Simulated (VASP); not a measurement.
**HfS2: single point with HSE06**

The system is HfS2.

```
Hf S
1.0
     3.59399    0.00000    0.00000
    -1.79700    3.11249    0.00000
     0.00000    0.00000    5.90775
Hf S
1 2
Direct
  0.00000 0.00000 0.00000
  0.33333 0.66667 0.24612
  0.66667 0.33333 0.75388
```

This cell differs from its parent crystal: epitaxial xy strain -1.0%.

```json
{
 "Program": "VASP 6.6.1",
 "Task": "single point",
 "Functional": "HSE06",
 "Potentials or basis": "VASP PAW PBE potentials, release 64 (Hf_pv, S)",
 "Cutoff": "400 eV",
 "k mesh": "6 × 6 × 4",
 "Occupations": "gaussian, width 0.01 eV",
 "Spin": "no spin polarisation",
 "Dipole correction": "no",
 "Grid for exact exchange (PRECFOCK)": "Normal",
 "Further INCAR settings": "ALGO = Normal; EDIFF = 1e-06; NBANDS = 18",
 "Share of exact exchange": "0.25",
 "Screening parameter": "0.2079 1/Å"
}
```

| Property | Result |
| --- | --- |
| Pressure | 1.2 GPa |
| Largest force | 0.201 eV/Å |
| Band gap on the k mesh | 1.80 eV (least direct gap 2.78 eV) |

Forces on the atoms (eV/Å):
```
Hf   0.000  0.000  0.000
S    0.000  0.000 -0.201
S    0.000  0.000  0.201
```

Stress tensor (GPa, compression positive):
```
1.56 0.00 0.00
0.00 1.56 0.00
0.00 0.00 0.36
```

Levels at points of the mesh, in eV from the valence-band top:
| k point | band 8 | band 9 | band 10 | band 11 | band 12 | band 13 | band 14 | band 15 |
| --- | --- | --- | --- | --- | --- | --- | --- | --- |
| (0.00, 0.00, 0.00) | -3.02 | -0.01 | -0.01 | 0.00 | 2.93 | 2.93 | 3.54 | 6.47 |
| (0.50, 0.00, 0.00) | -2.78 | -2.73 | -2.19 | -1.42 | 1.97 | 5.30 | 5.38 | 7.39 |
| (0.00, 0.00, 0.50) | -2.97 | -2.02 | -0.15 | -0.15 | 2.88 | 2.88 | 3.90 | 6.94 |
| (0.50, 0.00, 0.50) | -2.90 | -2.66 | -1.15 | -1.03 | 1.80 | 5.27 | 5.44 | 6.65 |

Wall time 33 min on 1 thread of Intel(R) Xeon(R) Platinum 8559C (Emerald Rapids), on a shared host, peak memory 0.29 GiB.

Caveat: the cell differs from its parent crystal (epitaxial xy strain -1.0%); the PAW data sets were made with another functional, which shifts forces and pressure a little; spin-orbit coupling is left out, which moves the levels of the heavy elements; this functional lacks dispersion, which binds layers or chains, so the pressure and a relaxed spacing across them are unreliable. A k mesh can miss the band edges.
